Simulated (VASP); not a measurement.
Set up this calculation in VASP 6.6.1, as the native input.

- Task: single point
- Functional: PBE
- Potentials or basis: VASP PAW PBE potentials, release 64 (Hf_pv, Nb_sv, C, N)
- Cutoff: 520 eV
- k mesh: 16 × 16 × 16
- Occupations: gaussian, width 0.1 eV
- Spin: no spin polarisation
- Dipole correction: no
- Further INCAR settings: ALGO = Normal; EDIFF = 1e-06; NBANDS = 34

The structure of HfNb2CN2 lies in POSCAR:

```
HfNb2CN2
1.0
   -1.7304979399      1.7304979399      6.6947210029
    1.7304979399     -1.7304979399      6.6947210029
    1.7304979399      1.7304979399     -6.6947210029
Hf Nb C N
1 2 1 2
Direct
    0.0000000000      0.0000000000      0.0000000000
    0.3317332621      0.3317332621      0.0000000000
    0.6682667379      0.6682667379      0.0000000000
    0.5000000000      0.5000000000      0.0000000000
    0.7500000000      0.2500000000      0.5000000000
    0.2500000000      0.7500000000      0.5000000000
```

The cell was generated, and may not be a known phase.

The input as run:

INCAR

```
ALGO     = Normal         # electronic algorithm
EDIFF    = 1E-6           # SCF threshold, eV
ENCUT    = 520            # plane-wave cutoff, eV
GGA      = PE             # functional
ISIF     = 2              # what is computed and relaxed
ISMEAR   = 0              # smearing method
LASPH    = True           # aspherical terms in the spheres
LCHARG   = False          # write CHGCAR
LREAL    = False          # projectors in reciprocal space
LWAVE    = False          # write WAVECAR
NBANDS   = 34             # bands
NELM     = 80             # most SCF steps
PREC     = Accurate       # precision mode
SIGMA    = 0.1            # smearing width, eV
```

KPOINTS

```
k-points
0
Gamma
  16 16 16
```

Potentials or basis: VASP PAW PBE potentials, release 64 (Hf_pv, Nb_sv, C, N).

The run is started by

```sh
$ cat potpaw_PBE.64/Hf_pv/POTCAR potpaw_PBE.64/Nb_sv/POTCAR potpaw_PBE.64/C/POTCAR potpaw_PBE.64/N/POTCAR > POTCAR
$ mpirun -np 1 vasp_std > vasp.out
```

It gave:

| Quantity | Value |
| --- | --- |
| Pressure | -0.6 GPa |
| Largest force | 0.014 eV/Å |
| Band gap on the k mesh | zero (bands 25 and 26 overlap by 1.43 eV) |

Caveat: spin-orbit coupling is left out, which moves the levels of the heavy elements.

It took 30 min on 1 thread of Intel(R) Xeon(R) 6975P-C (Granite Rapids), with other jobs on the host, peak memory 1.1 GiB.
